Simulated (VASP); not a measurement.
Here is a VASP 6.6.1 calculation.

File INCAR:

```
ALGO     = Normal         # electronic algorithm
EDIFF    = 1E-7           # SCF threshold, eV
ENCUT    = 520            # plane-wave cutoff, eV
GGA      = PE             # functional
ISIF     = 2              # what is computed and relaxed
ISMEAR   = 0              # smearing method
LASPH    = T              # aspherical terms in the spheres
LCHARG   = F              # write CHGCAR
LREAL    = F              # projectors in reciprocal space
LWAVE    = F              # write WAVECAR
NBANDS   = 40             # bands
NELM     = 80             # most SCF steps
PREC     = Accurate       # precision mode
SIGMA    = 0.1            # smearing width, eV
```

Contents of KPOINTS:

```
k-points
0
Gamma
  6 6 4
```

Contents of POSCAR:

```
HfTa4F
1.0
    4.8508130731      0.0000000000      0.0000000000
   -2.4254065365      4.2009273503      0.0000000000
    0.0000000000      0.0000000000      5.4450017046
Hf Ta F
1 4 1
Direct
    0.0000000000      0.0000000000      0.5000000000
    0.3333333333      0.6666666667      0.7443039691
    0.3333333333      0.6666666667      0.2556960309
    0.6666666667      0.3333333333      0.2556960309
    0.6666666667      0.3333333333      0.7443039691
    0.0000000000      0.0000000000      0.0000000000
```

Potentials or basis: VASP PAW PBE potentials, release 64 (Hf_pv, Ta_pv, F).

Command:

```console
$ cat potpaw_PBE.64/Hf_pv/POTCAR potpaw_PBE.64/Ta_pv/POTCAR potpaw_PBE.64/F/POTCAR > POTCAR
$ mpirun -np 1 vasp_std > vasp.out
```

**Question.** What does it give for the largest force?

**Answer.** 0.018 eV/Å.

**Question.** What does it give for the pressure?

**Answer.** -0.3 GPa.

Forces on the atoms (eV/Å):
```
Hf   0.000  0.000  0.000
Ta   0.000  0.000  0.018
Ta   0.000  0.000 -0.018
Ta   0.000  0.000 -0.018
Ta   0.000  0.000  0.018
F    0.000  0.000  0.000
```

Caveat: an odd number of electrons without spin polarisation forces a metal; a magnetic or distorted state may lie lower.
